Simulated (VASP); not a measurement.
# Sc (P6_3/mmc) in VASP: further runs, part 2 of 2

VASP 6.6.1. Earlier steps stand in the parts before.

## Step 5: Single point, r2SCAN

This run uses another cell than the first one, of 21.51 Å³/atom, 1.287 times its volume.

POSCAR reads:

```
Sc
1.0
    3.1864996478      0.0000000000      0.0000000000
   -1.5932498239      2.7595896442      0.0000000000
    0.0000000000      0.0000000000      4.8913300612
Sc
2
Direct
    0.3333333333      0.6666666667      0.2500000000
    0.6666666667      0.3333333333      0.7500000000
```

INCAR.step1 reads:

```
SYSTEM = Sc
PREC = Accurate
ENCUT = 520
ISMEAR = 1
SIGMA = 0.15
LREAL = .False.
LASPH = .True.
NELM = 100
NBANDS = 18
GGA = PE
ALGO = Normal
EDIFF = 1E-4
LWAVE = .True.
LCHARG = .False.
```

INCAR.step2 reads:

```
SYSTEM = Sc
PREC = Accurate
ENCUT = 520
EDIFF = 1E-6
ISMEAR = 1
SIGMA = 0.15
LREAL = .False.
LASPH = .True.
NELM = 100
ALGO = Normal
ISIF = 2
LWAVE = .False.
LCHARG = .False.
METAGGA = R2SCAN
LMIXTAU = .True.
NBANDS = 18
ISTART = 1
```

KPOINTS reads:

```
regular mesh
0
Gamma
  10 10 6
  0 0 0
```

Potentials or basis: VASP PAW PBE potentials, release 64 (Sc_sv).

On the command line:

```sh
$ cat potpaw_PBE.64/Sc_sv/POTCAR > POTCAR
$ cp INCAR.step1 INCAR
$ mpirun -np 1 vasp_std > vasp.out
$ cp INCAR.step2 INCAR
$ mpirun -np 1 vasp_std > vasp.out
```

OUTCAR:

```text
SYSTEM = Sc
   PREC = Accurate
   ENCUT = 520
   EDIFF = 1E-6
   ISMEAR = 1
   LREAL = .False.
   LASPH = .True.
   NELM = 100
   ISIF = 2
   METAGGA = R2SCAN
   ISTART = 1

 ion  position               nearest neighbor table
   1  0.333  0.667  0.250-   2 3.06   2 3.06   2 3.06   2 3.06   2 3.06   2 3.06
   2  0.667  0.333  0.750-   1 3.06   1 3.06   1 3.06   1 3.06   1 3.06   1 3.06

  LATTYP: Found a hexagonal cell.
 ALAT       =     3.1864996478
 C/A-ratio  =     1.5350166646

  Lattice vectors:

 A1 = (   3.1864996478,   0.0000000000,   0.0000000000)
 A2 = (  -1.5932498239,   2.7595896442,   0.0000000000)
 A3 = (   0.0000000000,   0.0000000000,   4.8913300612)

Analysis of symmetry for initial positions (statically):
=====================================================================
 Subroutine PRICEL returns:
 Original cell was already a primitive cell.

 Routine SETGRP: Setting up the symmetry group for a
 hexagonal supercell.

 Subroutine GETGRP returns: Found 24 space group operations
 (whereof 12 operations were pure point group operations)
 out of a pool of 24 trial point group operations.

The static configuration has the point symmetry D_3d.
[... 162 lines left out ...]
  energy without entropy =      -22.50935437  energy(sigma->0) =      -22.50767140

 E-fermi :   4.5566     XC(G=0): -11.2079

 val. band max:        4.4990798967   @ k =   0.5000  -0.0000   0.3333
 cond. band min:       4.5603974547   @ k =   0.2000   0.1000   0.3333
 fundamental gap:      0.0613175580
 Fermi energy:         4.5565560292

 k-point     1 :       0.0000    0.0000    0.0000
  band No.  band energies     occupation
      1     -46.5748      2.00000
      2     -46.4373      2.00000
      3     -24.6093      2.00000
      4     -24.0251      2.00000
      5     -24.0250      2.00000
      6     -23.9151      2.00000
[... 481 lines left out ...]
      5     -24.2412      2.00000
      6     -24.1534      2.00000
[... 10 lines left out ...]
     17       9.1969      0.00000
     18       9.3508      0.00000

 [... further k-points ...]

------------------------ aborting loop because EDIFF is reached ----------------------------------------

  FORCE on cell =-STRESS in cart. coord.  units (eV):
  Direction    XX          YY          ZZ          XY          YZ          ZX
  --------------------------------------------------------------------------------------
  -------------------------------------------------------------------------------------
  Total        2.7844990      2.7844990      2.7108049     -0.0000000      0.0000000      0.0000000
  in kB      103.7223392    103.7223392    100.9772409     -0.0000000      0.0000000      0.0000000
  external PRESSURE =     102.8073064 kB  Pullay stress =       0.0000000 kB

 VOLUME and BASIS-vectors are now :
 -----------------------------------------------------------------------------
  energy-cutoff  :      520.00
  volume of cell :       43.01
      direct lattice vectors                 reciprocal lattice vectors
     3.186499648  0.000000000  0.000000000     0.313823979  0.181186359  0.000000000
    -1.593249824  2.759589644  0.000000000     0.000000000  0.362372718  0.000000000
     0.000000000  0.000000000  4.891330061     0.000000000  0.000000000  0.204443370

 POSITION                                       TOTAL-FORCE (eV/Angst)
 -----------------------------------------------------------------------------------
     -0.00000      1.83973      1.22283        -0.000000     -0.000000      0.000000
      1.59325      0.91986      3.66850         0.000000      0.000000      0.000000
 -----------------------------------------------------------------------------------
    total drift:                               -0.000000      0.000000     -0.000000

  FREE ENERGIE OF THE ION-ELECTRON SYSTEM (eV)
  ---------------------------------------------------
  free  energy   TOTEN  =       -22.5068299108 eV

  energy  without entropy=      -22.5093543738  energy(sigma->0) =      -22.50767140
```

It took 92 s on 1 thread of Intel Xeon Platinum 8259CL at 2.50GHz (Skylake/Cascade Lake), shared host; peak memory 0.17 GiB.

What came out:

```
Free energy            : -22.5068 eV
Pressure               : 10.3 GPa
Band gap on the k mesh : zero (band 11 reaches 5.81 eV, above the bottom of band 12 at 3.93 eV)
```

Stress tensor (GPa, compression positive):
```
10.37  0.00  0.00
 0.00 10.37  0.00
 0.00  0.00 10.10
```

Caveat: the PAW data sets were made with another functional, which shifts forces and pressure a little.

## Step 6: Single point, r2SCAN

This run uses another cell than the first one, of 24.88 Å³/atom, 1.489 times its volume.

POSCAR reads:

```
Sc
1.0
    3.3295160172      0.0000000000      0.0000000000
   -1.6647580086      2.8834454532      0.0000000000
    0.0000000000      0.0000000000      5.1839598280
Sc
2
Direct
    0.3333333333      0.6666666667      0.2500000000
    0.6666666667      0.3333333333      0.7500000000
```

INCAR.step1 reads:

```
SYSTEM = Sc
PREC = Accurate ; ENCUT = 520
ISMEAR = 1 ; SIGMA = 0.15
LREAL = .False. ; LASPH = .True.
NELM = 80 ; NBANDS = 18
GGA = PE ; ALGO = Normal
EDIFF = 1E-4 ; LWAVE = .True.
LCHARG = .False.
```

INCAR.step2 reads:

```
SYSTEM = Sc
PREC = Accurate ; ENCUT = 520
EDIFF = 1E-6 ; ISMEAR = 1
SIGMA = 0.15 ; LREAL = .False.
LASPH = .True. ; NELM = 80
ALGO = Normal ; ISIF = 2
LWAVE = .False. ; LCHARG = .True.
METAGGA = R2SCAN ; LMIXTAU = .True.
LELF = .True. ; LVHAR = .True.
NBANDS = 18 ; ISTART = 1
```

KPOINTS is that of step 5.

Potentials or basis: VASP PAW PBE potentials, release 64 (Sc_sv).

On the command line:

```sh
$ cat potpaw_PBE.64/Sc_sv/POTCAR > POTCAR
$ cp INCAR.step1 INCAR
$ mpirun -np 1 vasp_std > vasp.out
$ cp INCAR.step2 INCAR
$ mpirun -np 1 vasp_std > vasp.out
```

It took 2.7 min on 1 thread of Intel Xeon Platinum 8259CL at 2.50GHz (Skylake/Cascade Lake), shared host; peak memory 0.2 GiB.

The run converged. Its results:

- Free energy: -22.7096 eV
- Pressure: 0.2 GPa
- Band gap on the k mesh: zero (band 11 reaches 4.76 eV, above the bottom of band 12 at 3.17 eV)

Levels at points of the mesh, in eV from the Fermi level:
| k point | band 6 | band 7 | band 8 | band 9 | band 10 | band 11 | band 12 | band 13 | band 14 | band 15 |
| --- | --- | --- | --- | --- | --- | --- | --- | --- | --- | --- |
| (0.00, 0.00, 0.00) | -28.98 | -28.98 | -28.96 | -5.48 | -1.68 | 0.46 | 1.80 | 1.80 | 2.08 | 2.28 |
| (0.50, 0.00, 0.00) | -29.13 | -29.07 | -29.02 | -1.71 | -1.12 | -0.65 | -0.42 | 1.42 | 1.55 | 2.06 |
| (0.00, 0.00, 0.50) | -29.01 | -29.01 | -29.01 | -3.86 | -3.86 | 1.11 | 1.11 | 1.72 | 1.72 | 1.72 |
| (0.50, 0.00, 0.50) | -29.07 | -29.06 | -29.06 | -1.50 | -1.50 | 0.05 | 0.05 | 1.31 | 1.31 | 2.60 |

Caveat: the PAW data sets were made with another functional, which shifts forces and pressure a little.

## Step 7: The runs side by side

```tsv
cell	gap on the mesh (eV)	pressure (GPa)
a = 2.960, b = 2.960, c = 4.405 Å, angles 90.0, 90.0, 120.0°, 2 atoms	none	40.7
a = 3.021, b = 3.021, c = 4.525 Å, angles 90.0, 90.0, 120.0°, 2 atoms	none	30.6
a = 3.092, b = 3.092, c = 4.682 Å, angles 90.0, 90.0, 120.0°, 2 atoms	none	20.5
a = 3.186, b = 3.186, c = 4.891 Å, angles 90.0, 90.0, 120.0°, 2 atoms	none	10.3
a = 3.330, b = 3.330, c = 5.184 Å, angles 90.0, 90.0, 120.0°, 2 atoms	none	0.2
```

Alike in all rows: task single point; level r2SCAN; potentials or basis VASP PAW PBE potentials, release 64 (Sc_sv); no spin polarisation; k mesh 10 × 10 × 6; cutoff (eV) 520; smearing methfessel-paxton 0.15 eV.

Caveats: the PAW data sets were made with another functional, which shifts forces and pressure a little.

Total energies depend on the potentials used, so only differences within one code and one set of settings carry meaning.
